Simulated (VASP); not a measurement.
Write the native input for VASP 6.6.1 that does the following.

| Quantity | Value |
| --- | --- |
| Task | single point |
| Functional | PBE |
| Potentials or basis | VASP PAW PBE potentials, release 64 (Ca_sv) |
| Cutoff | 520 eV |
| k mesh | 14 × 14 × 14 |
| Occupations | gaussian, width 0.1 eV |
| Spin | no spin polarisation |
| Dipole correction | no |
| Further INCAR settings | ALGO = Fast; EDIFF = 1e-07; NBANDS = 11 |

The structure of Ca lies in POSCAR:

```
Ca
1.0
   -2.1457752034      2.1457752034      2.1457752034
    2.1457752034     -2.1457752034      2.1457752034
    2.1457752034      2.1457752034     -2.1457752034
Ca
1
Direct
    0.0000000000      0.0000000000      0.0000000000
```

This cell differs from its parent crystal: volume scaled by 0.94.

One way to write it, as run:

INCAR

```
SYSTEM = Ca
PREC = Accurate
ENCUT = 520
EDIFF = 1E-7
ISMEAR = 0
SIGMA = 0.1
LREAL = .FALSE.
LASPH = .TRUE.
NELM = 100
ALGO = Fast
ISIF = 2
LWAVE = .FALSE.
LCHARG = .TRUE.
GGA = PE
LELF = .TRUE.
LVHAR = .TRUE.
NBANDS = 11
```

KPOINTS

```
regular mesh
0
G
  14 14 14
  0 0 0
```

Potentials or basis: VASP PAW PBE potentials, release 64 (Ca_sv).

Command:

```sh
$ cat potpaw_PBE.64/Ca_sv/POTCAR > POTCAR
$ mpirun -np 1 vasp_std > vasp.out
```

It gave:

```json
{
  "Pressure": "1.1 GPa",
  "Band gap on the k mesh": "zero (band 5 reaches 2.53 eV, above the bottom of band 6 at 2.25 eV)"
}
```

Wall time 31 s on 1 thread of Intel(R) Xeon(R) Platinum 8488C (Sapphire Rapids) (shared host), peak memory 0.18 GiB.
